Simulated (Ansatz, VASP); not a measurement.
W in VASP and in Ansatz

```
W
1.0
    -1.59194    1.59194    1.59194
     1.59194   -1.59194    1.59194
     1.59194    1.59194   -1.59194
W
1
Direct
  0.00000 0.00000 0.00000
```

Alike in both runs: functional PBE; k mesh 24 × 24 × 24; no spin polarisation.

Ansatz relaxed the structure, and its values are those at the end. VASP's run is a single point on that final structure, the one shown.

|  | VASP | Ansatz |
| --- | --- | --- |
| version | VASP 6.6.1 | Ansatz 0.2.0 |
| potentials or method | VASP PAW PBE potentials, release 64 (W_sv) | plane-wave PAW, scalar-relativistic |
| plane-wave cutoff (eV) | 520 | 420 |
| occupations | methfessel-paxton of order 1, width 0.1 eV | cold, width 0.1 eV |
| valence electrons in the cell | 14 | 14 |

```csv
,VASP,Ansatz,Ansatz less VASP
pressure (GPa),0.5,0.0,-0.50
```

Spin-orbit coupling is off throughout.
